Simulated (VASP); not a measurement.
SiC, 2 atoms in the cell. Symmetry: Fm-3m, No. 225, cubic system. The conventional cell has a = 3.608 Å, b = 3.608 Å, c = 3.608 Å, α = 90.00°, β = 90.00°, γ = 90.00°. C (site symmetry m-3m) has 6 Si at 1.80 Å within 2.4 Å. Si (site symmetry m-3m) has 6 C at 1.80 Å within 2.4 Å.  This cell differs from its parent crystal: volume scaled by 0.720.

* Program: VASP 6.6.1
* Task: single point
* Functional: r2SCAN
* Potentials or basis: VASP PAW PBE potentials, release 64 (C, Si)
* Cutoff: 520 eV
* k mesh: 20 × 20 × 20
* Occupations: gaussian, width 0.05 eV
* Spin: no spin polarisation
* Dipole correction: no
* Further INCAR settings: ALGO = Normal; EDIFF = 1e-06; NBANDS = 11

Potentials or basis: VASP PAW PBE potentials, release 64 (C, Si).

Launch:

```sh
$ cat potpaw_PBE.64/C/POTCAR potpaw_PBE.64/Si/POTCAR > POTCAR
$ cp INCAR.step1 INCAR
$ mpirun -np 1 vasp_std > vasp.out
$ cp INCAR.step2 INCAR
$ mpirun -np 1 vasp_std > vasp.out
```

Hardware: 1 thread of Intel(R) Xeon(R) Platinum 8375C CPU @ 2.90GHz (Ice Lake) (shared host).

Task: How long does it take, and how much memory?

Result: Wall time 100 s on 1 thread of Intel(R) Xeon(R) Platinum 8375C CPU @ 2.90GHz (Ice Lake) (shared host), peak memory 0.15 GiB. Counts: k points 256.
